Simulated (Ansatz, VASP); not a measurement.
## Ti: VASP beside Ansatz

Contents of INCAR:

```
SYSTEM = Ti
PREC = Accurate ; ENCUT = 520
EDIFF = 1E-6 ; ISMEAR = 0
SIGMA = 0.15 ; LREAL = .FALSE.
LASPH = .TRUE. ; NELM = 60
ALGO = Fast ; ISIF = 2
LWAVE = .FALSE. ; LCHARG = .FALSE.
GGA = PS ; NBANDS = 25
```

The input KPOINTS:

```
regular mesh
0
G
  12 12 18
  0 0 0
```

Contents of POSCAR:

```
Ti
1.0
    4.5152900637      0.0000000000      0.0000000000
   -2.2576450318      3.9103559006      0.0000000000
    0.0000000000      0.0000000000      2.7987936544
Ti
3
Direct
   -0.0698670627     -0.0511462396      0.0000000000
    0.3333333333      0.6666666667      0.5000000000
    0.6666666667      0.3333333333      0.5000000000
```

Input for Ansatz:

```yaml
crystal:
  lattice:
    - [4.5152900637, 0.0, 0.0]
    - [-2.2576450318, 3.9103559006, 0.0]
    - [0.0, 0.0, 2.7987936544]
  atoms:
    - { symbol: Ti, position: [-0.0698670627, -0.0511462396, 0.0] }
    - { symbol: Ti, position: [0.3333333333, 0.6666666667, 0.5] }
    - { symbol: Ti, position: [0.6666666667, 0.3333333333, 0.5] }
basis:
  ecutwfc: 420
kpoints:
  mp_grid: { grid: [12, 12, 18] }
hamiltonian:
  xc: pbesol
scf:
  occupations: { method: gaussian, width: 0.15 }
output:
  forces: true
  stress: true
  eigenvalues: true
```

Alike in both runs: task single point; functional PBEsol; k mesh 12 × 12 × 18; occupations gaussian, width 0.15 eV; no spin polarisation.

|  | VASP | Ansatz |
| --- | --- | --- |
| version | VASP 6.6.1 | Ansatz 0.2.0 |
| potentials or method | VASP PAW PBE potentials, release 64 (Ti_sv), cutoff 520 eV | scalar-relativistic, plane waves, PAW |
| valence electrons in the cell | 36 | 36 |

```tsv
	VASP	Ansatz	Ansatz less VASP
gap on the k mesh at the Fermi level (eV)	none	none	-
pressure (GPa)	1.8	2.2	+0.42
traceless stress, the component that is largest in VASP (GPa)	-1.64	-1.64	-0.001
rms of the force components (eV/Å)	0.578	0.583	+0.0054
```

VASP's potentials were made for PBE, not for PBEsol. Atom by atom the forces differ by 0.005 eV/Å (rms over components). A gap of «none» marks a metal or a gap that the smearing closes. The functional is the same, so the differences come from potentials, cutoffs and numerics.
